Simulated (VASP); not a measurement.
Wanted: the native input for a VASP 6.6.1 run.

```
Task                   : single point
Functional             : PBE
Potentials or basis    : VASP PAW PBE potentials, release 64 (Ba_sv, Rh_pv, C)
Cutoff                 : 520 eV
k mesh                 : 4 × 4 × 2
Occupations            : gaussian, width 0.1 eV
Spin                   : no spin polarisation
Dipole correction      : no
Further INCAR settings : ALGO = Normal; EDIFF = 1e-06; NBANDS = 46
```

The structure of Ba3Rh2C3 lies in POSCAR:

```
Ba3Rh2C3
1.0
    4.1682557000      0.0000000000      0.0000000000
    0.0000000000      4.1682557000      0.0000000000
    0.0000000000      0.0000000000      9.4168255500
Ba Rh C
3 2 3
Direct
    0.0000000000      0.5000000000      0.7525407100
    0.5000000000      0.0000000000      0.2474592900
    0.5000000000      0.5000000000      0.0000000000
    0.5000000000      0.0000000000      0.7496179900
    0.0000000000      0.5000000000      0.2503820100
    0.0000000000      0.0000000000      0.5000000000
    0.0000000000      0.0000000000      0.0000000000
    0.5000000000      0.5000000000      0.5000000000
```

The cell was generated, and may not be a known phase.

These files were run (other wordings do the same):

INCAR

```
ALGO = Normal
EDIFF = 1E-6
ENCUT = 520
GGA = PE
ISIF = 2
ISMEAR = 0
LASPH = True
LCHARG = True
LELF = True
LREAL = False
LVHAR = True
LWAVE = False
NBANDS = 46
NELM = 80
PREC = Accurate
SIGMA = 0.1
```

KPOINTS

```
k-points
0
Gamma
  4 4 2
```

Potentials or basis: VASP PAW PBE potentials, release 64 (Ba_sv, Rh_pv, C).

Launch:

```sh
$ cat potpaw_PBE.64/Ba_sv/POTCAR potpaw_PBE.64/Rh_pv/POTCAR potpaw_PBE.64/C/POTCAR > POTCAR
$ mpirun -np 1 vasp_std > vasp.out
```

It gave:

```json
{"Pressure": "2.2 GPa", "Largest force": "2.413 eV/Å", "Band gap on the k mesh": "zero (bands 36 and 37 overlap by 0.50 eV)"}
```

Caveat: the k points lie up to 0.38 Å⁻¹ apart, too coarse for converged energies and pressures of a metal; spin-orbit coupling is left out, which moves the levels of the heavy elements; forces of over 1 eV/Å act on the atoms, so gaps and moduli don't describe the material at rest.

It took 63 s on 1 thread of AMD EPYC 9R45 96-Core Processor (Zen 5), on a shared host, peak memory 0.27 GiB.
